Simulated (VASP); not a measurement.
# CeO3 (ReO3 type) (Pm-3m) in VASP: notebook

The runs below take CeO3 (ReO3 type) through single point, with PBE.

All numbers are computed with VASP 6.6.1; they aren't measurements. Logs are shortened: lines on timing, memory, paths and dates and some standing lists are left out, and cuts for length are marked.

## (1) The cell of the first run

The structure is cubic, space group Pm-3m (No. 221). The conventional cell has a = 4.250 Å, b = 4.250 Å, c = 4.250 Å, α = 90.00°, β = 90.00°, γ = 90.00°. Ce (site symmetry m-3m) has 6 O at 2.13 Å within 2.8 Å. O (site symmetry 4/mmm) has 2 Ce at 2.13 Å within 2.8 Å.

## (2) Single point, PBE

The input, INCAR:

```
SYSTEM = CeO3
  PREC = Accurate
  ENCUT = 520
  EDIFF = 1E-7
  ISMEAR = -1
  SIGMA = 0.06122561905347299
  LREAL = .FALSE.
  LASPH = .TRUE.
  NELM = 80
  ALGO = Normal
  ISIF = 2
  LWAVE = .FALSE.
  LCHARG = .FALSE.
  GGA = PE
  NBANDS = 23
```

The input, KPOINTS:

```
Automatic mesh
0
G
  9 9 9
  0 0 0
```

The input, POSCAR:

```
CeO3
1.0
    4.2500310771      0.0000000000      0.0000000000
    0.0000000000      4.2500310771      0.0000000000
    0.0000000000      0.0000000000      4.2500310771
Ce O
1 3
Direct
    0.0000000000      0.0000000000      0.0000000000
    0.5000000000      0.0000000000      0.0000000000
    0.0000000000      0.5000000000      0.0000000000
    0.0000000000      0.0000000000      0.5000000000
```

Potentials or basis: VASP PAW PBE potentials, release 64 (Ce, O).

Run with:

```console
$ cat potpaw_PBE.64/Ce/POTCAR potpaw_PBE.64/O/POTCAR > POTCAR
$ mpirun -np 1 vasp_std > vasp.out
```

OUTCAR:

```text
SYSTEM = CeO3
   PREC = Accurate
   ENCUT = 520
   EDIFF = 1E-7
   ISMEAR = -1
   LREAL = .FALSE.
   LASPH = .TRUE.
   NELM = 80
   ISIF = 2
   GGA = PE

 ion  position               nearest neighbor table
   1  0.000  0.000  0.000-   2 2.13   3 2.13   4 2.13   4 2.13   3 2.13   2 2.13
   2  0.500  0.000  0.000-   1 2.13   1 2.13
   3  0.000  0.500  0.000-   1 2.13   1 2.13
   4  0.000  0.000  0.500-   1 2.13   1 2.13

  LATTYP: Found a simple cubic cell.
 ALAT       =     4.2500310771

  Lattice vectors:

 A1 = (   4.2500310771,   0.0000000000,   0.0000000000)
 A2 = (   0.0000000000,   4.2500310771,   0.0000000000)
 A3 = (   0.0000000000,   0.0000000000,   4.2500310771)

Analysis of symmetry for initial positions (statically):
=====================================================================
 Subroutine PRICEL returns:
 Original cell was already a primitive cell.

 Routine SETGRP: Setting up the symmetry group for a
 simple cubic supercell.

 Subroutine GETGRP returns: Found 48 space group operations
 (whereof 48 operations were pure point group operations)
 out of a pool of 48 trial point group operations.

The static configuration has the point symmetry O_h .

Analysis of symmetry for dynamics (positions and initial velocities):
=====================================================================
 Subroutine PRICEL returns:
 Original cell was already a primitive cell.

 Routine SETGRP: Setting up the symmetry group for a
 simple cubic supercell.

 Subroutine GETGRP returns: Found 48 space group operations
 (whereof 48 operations were pure point group operations)
 out of a pool of 48 trial point group operations.

The dynamic configuration has the point symmetry O_h .

 Subroutine INISYM returns: Found 48 space group operations
 (whereof 48 operations are pure point group operations),
 and found     1 'primitive' translations

----------------------------------------------------------------------------------------

                                     Primitive cell

  volume of cell :      76.7673

  direct lattice vectors                    reciprocal lattice vectors
     4.250031077  0.000000000  0.000000000     0.235292397  0.000000000  0.000000000
     0.000000000  4.250031077  0.000000000     0.000000000  0.235292397  0.000000000
     0.000000000  0.000000000  4.250031077     0.000000000  0.000000000  0.235292397

  length of vectors
     4.250031077  4.250031077  4.250031077     0.235292397  0.235292397  0.235292397

  position of ions in fractional coordinates (direct lattice)
     0.000000000  0.000000000  0.000000000
     0.500000000  0.000000000  0.000000000
     0.000000000  0.500000000  0.000000000
     0.000000000  0.000000000  0.500000000

  ion indices of the primitive-cell ions
   primitive index   ion index
                 1           1
                 2           2
                 3           3
                 4           4

----------------------------------------------------------------------------------------

 KPOINTS: Automatic mesh

Automatic generation of k-mesh.
 Grid dimensions read from file:
 generate k-points for:    9    9    9

 Generating k-lattice:

  Cartesian coordinates                     Fractional coordinates (reciprocal lattice)
     0.026143600  0.000000000  0.000000000     0.111111111  0.000000000  0.000000000
     0.000000000  0.026143600  0.000000000     0.000000000  0.111111111  0.000000000
     0.000000000  0.000000000  0.026143600     0.000000000  0.000000000  0.111111111

  Length of vectors
     0.026143600  0.026143600  0.026143600

  Shift w.r.t. Gamma in fractional coordinates (k-lattice)
     0.000000000  0.000000000  0.000000000

 Subroutine IBZKPT returns following result:
 ===========================================

 Found     35 irreducible k-points:

 Following reciprocal coordinates:
            Coordinates               Weight
  0.000000  0.000000  0.000000      1.000000
  0.111111  0.000000  0.000000      6.000000
  0.222222  0.000000  0.000000      6.000000
  0.333333  0.000000  0.000000      6.000000
  0.444444  0.000000  0.000000      6.000000
  0.111111  0.111111  0.000000     12.000000
[... 16 lines left out ...]
  0.333333  0.333333  0.111111     24.000000
  0.444444  0.333333  0.111111     48.000000
 [... further k-points ...]
   k-points           NKPTS =     35   k-points in BZ     NKDIM =     35   number of bands    NBANDS=     23
   number of dos      NEDOS =    301   number of ions     NIONS =      4
   total plane-waves  NPLWV =  32768
   dimension x,y,z NGX =    32 NGY =   32 NGZ =   32
   dimension x,y,z NGXF=    64 NGYF=   64 NGZF=   64
   ions per type =               1   3
   NGX,Y,Z   is equivalent  to a cutoff of  12.52, 12.52, 12.52 a.u.
   NGXF,Y,Z  is equivalent  to a cutoff of  25.03, 25.03, 25.03 a.u.
 SYSTEM =  CeO3
   PREC   = accura    normal or accurate (medium, high low for compatibility)
   ISTART =      0    job   : 0-new  1-cont  2-samecut
   ICHARG =      2    charge: 1-file 2-atom 10-const
   ISPIN  =      1    spin polarized calculation?
   LNONCOLLINEAR =      F non collinear calculations
   LSORBIT =      F    spin-orbit coupling
   LASPH  =      T    aspherical Exc in radial PAW
   ENCUT  =  520.0 eV  38.22 Ry    6.18 a.u.   7.90  7.90  7.90*2*pi/ulx,y,z
   NELM   =     80;   NELMIN=  2; NELMDL= -5     # of ELM steps
   EDIFF  = 0.1E-06   stopping-criterion for ELM
   LREAL  =      F    real-space projection
   EDIFFG = 0.1E-05   stopping-criterion for IOM
   NSW    =      0    number of steps for IOM
   IBRION =     -1    ionic relax: 0-MD 1-quasi-New 2-CG
   NFREE  =      0    steps in history (QN), initial steepest desc. (CG)
   ISIF   =      2    stress and relaxation
   ISYM   =      2    0-nonsym 1-usesym 2-fastsym
   POTIM  = 0.5000    time-step for ionic-motion
   TEBEG  =    0.0;   TEEND  =   0.0 temperature during run
   PSTRESS=    0.0 pullay stress
   NELECT =      30.0000    total number of electrons
   NUPDOWN=      -1.0000    fix difference up-down
   EMIN   =  10.00;   EMAX   =-10.00  energy-range for DOS
   EFERMI =   0.00;   METHOD = LEGACY
   ISMEAR =    -1;   SIGMA  =   0.06  broadening in eV -4-tet -1-fermi 0-gaus
   EFERMI_NEDOS =   21; number of points for ismear=-14 and -15
   IALGO  =     38    algorithm
   IMIX   =      4    mixing-type and parameters
     AMIX     =   0.40;   BMIX     =  1.00
     AMIX_MAG =   1.60;   BMIX_MAG =  1.00
  volume/ion in A,a.u.               =      19.19       129.51
  Fermi-wavevector in a.u.,A,eV,Ry     =   1.196896  2.261806 19.491168  1.432560
  Thomas-Fermi vector in A             =   2.332825
   LORBIT       =      0    0 simple, 1 ext, 2 COOP (PROOUT), +10 PAW based schemes
   GGA     = PE    functional components
   LHFCALC =     F    Hartree Fock is set to
   AEXX    =    0.0000 exact exchange contribution
   IVDW    =     0    specifies the selected vdW correction
   LEPSILON=     F    determine dielectric tensor
   LRPA    =     F    only Hartree local field effects (RPA)
 non-spin polarized calculation
  energy-cutoff  :      520.00
  volume of cell :       76.77
 maximum number of plane-waves:      2103
 NGX is ok and might be reduce to    32
   NGX = 15   NGY = 15   NGZ = 15

 number of electron      29.9999982 magnetization

 Free energy of the ion-electron system (eV)
  ---------------------------------------------------
  ext. energy  EPLUGINS =         0.00000000
  ---------------------------------------------------
  free energy    TOTEN  =       -27.65995876 eV

  energy without entropy =      -27.57722219  energy(sigma->0) =      -27.61859048

 E-fermi :  -0.5209     XC(G=0):  -8.3370

 val. band max:       -0.5355924010   @ k =   0.4444   0.3333   0.3333
 cond. band min:      -0.5117841031   @ k =   0.4444   0.1111   0.1111
 fundamental gap:      0.0238082979
 Fermi energy:        -0.5209159483

 k-point     1 :       0.0000    0.0000    0.0000
  band No.  band energies     occupation
      1     -32.4166      2.00000
      2     -16.7467      2.00000
      3     -16.7467      2.00000
      4     -16.0537      2.00000
      5     -15.7026      2.00000
      6     -15.7026      2.00000
[... 15 lines left out ...]
     22       3.8537      0.00000
     23       3.8537      0.00000

 k-point     2 :       0.1111    0.0000    0.0000
  band No.  band energies     occupation
      1     -32.4109      2.00000
      2     -17.2930      2.00000
      3     -16.7455      2.00000
      4     -16.2586      2.00000
      5     -15.6982      2.00000
      6     -15.6982      2.00000
[... 15 lines left out ...]
     22       3.8369      0.00000
     23       3.8369      0.00000

 k-point     3 :       0.2222    0.0000    0.0000
  band No.  band energies     occupation
      1     -32.3969      2.00000
      2     -18.0572      2.00000
      3     -16.7431      2.00000
      4     -16.2857      2.00000
      5     -15.6873      2.00000
      6     -15.6873      2.00000
[... 15 lines left out ...]
     22       3.8105      0.00000
     23       3.8105      0.00000

 k-point     4 :       0.3333    0.0000    0.0000
  band No.  band energies     occupation
      1     -32.3809      2.00000
      2     -18.6143      2.00000
      3     -16.7405      2.00000
      4     -16.2880      2.00000
      5     -15.6748      2.00000
      6     -15.6748      2.00000
[... 15 lines left out ...]
     22       3.7939      0.00000
     23       3.7939      0.00000

 k-point     5 :       0.4444    0.0000    0.0000
  band No.  band energies     occupation
      1     -32.3705      2.00000
      2     -18.9025      2.00000
      3     -16.7390      2.00000
      4     -16.2871      2.00000
      5     -15.6666      2.00000
      6     -15.6666      2.00000
[... 434 lines left out ...]
 k-point    22 :       0.4444    0.2222    0.1111
  band No.  band energies     occupation
      1     -32.3455      2.00000
      2     -18.8918      2.00000
      3     -18.0319      2.00000
      4     -17.2108      2.00000
      5     -14.7833      2.00000
      6     -13.5021      2.00000
[... 15 lines left out ...]
     22       3.0832      0.00000
     23       3.4763      0.00000

 k-point    23 :       0.3333    0.3333    0.1111
  band No.  band energies     occupation
      1     -32.3400      2.00000
      2     -18.6163      2.00000
      3     -18.5746      2.00000
      4     -17.2137      2.00000
      5     -14.7778      2.00000
      6     -12.3717      2.00000
[... 15 lines left out ...]
     22       2.8436      0.00000
     23       3.4574      0.00000

 k-point    24 :       0.4444    0.3333    0.1111
  band No.  band energies     occupation
      1     -32.3294      2.00000
      2     -18.8850      2.00000
      3     -18.5908      2.00000
      4     -17.2113      2.00000
      5     -14.7707      2.00000
      6     -12.2909      2.00000
[... 15 lines left out ...]
     22       2.8246      0.00000
     23       3.4439      0.00000

 [... further k-points ...]
[... 5 lines left out ...]
  --------------------------------------------------------------------------------------
  -------------------------------------------------------------------------------------
  Total        1.5513314      1.5513314      1.5513314     -0.0000000     -0.0000000     -0.0000000
  in kB       32.3771678     32.3771678     32.3771678     -0.0000000     -0.0000000     -0.0000000
  external PRESSURE =      32.3771678 kB  Pullay stress =       0.0000000 kB

 VOLUME and BASIS-vectors are now :
 -----------------------------------------------------------------------------
  energy-cutoff  :      520.00
  volume of cell :       76.77
      direct lattice vectors                 reciprocal lattice vectors
     4.250031077  0.000000000  0.000000000     0.235292397  0.000000000  0.000000000
     0.000000000  4.250031077  0.000000000     0.000000000  0.235292397  0.000000000
     0.000000000  0.000000000  4.250031077     0.000000000  0.000000000  0.235292397

 POSITION                                       TOTAL-FORCE (eV/Angst)
 -----------------------------------------------------------------------------------
      0.00000      0.00000      0.00000         0.000000      0.000000      0.000000
      2.12502      0.00000      0.00000         0.000000      0.000000      0.000000
      0.00000      2.12502      0.00000         0.000000      0.000000      0.000000
      0.00000      0.00000      2.12502         0.000000      0.000000      0.000000
 -----------------------------------------------------------------------------------
    total drift:                                0.000000      0.000000     -0.000000

  FREE ENERGIE OF THE ION-ELECTRON SYSTEM (eV)
  ---------------------------------------------------
  free  energy   TOTEN  =       -27.6599587637 eV

  energy  without entropy=      -27.5772221873  energy(sigma->0) =      -27.61859048
```

Run time: 53 s. Hardware: 1 thread of Intel Xeon Platinum 8488C (Sapphire Rapids), shared host; peak memory 0.22 GiB.

Results:

```
Free energy            : -27.6600 eV
Pressure               : 3.2 GPa
Band gap on the k mesh : zero (band 15 reaches 0.04 eV, above the bottom of band 16 at -0.81 eV)
```

Levels at points of the mesh, in eV from the Fermi level:
| k point | band 12 | band 13 | band 14 | band 15 | band 16 | band 17 | band 18 | band 19 |
| --- | --- | --- | --- | --- | --- | --- | --- | --- |
| (0.00, 0.00, 0.00) | -0.88 | -0.88 | 0.56 | 0.56 | 0.56 | 2.75 | 3.31 | 3.31 |

Caveat: spin-orbit coupling is left out, which moves the levels of the heavy elements; the run has no spin polarisation, though such a crystal can be magnetic; without U or exact exchange the open f shell lies at the Fermi level, which spoils levels, moments and volumes. With open d or f shells a metallic result of PBE can be an artefact of self-interaction; +U or a hybrid may open a gap.

(Part 1 of 2 ends here.)
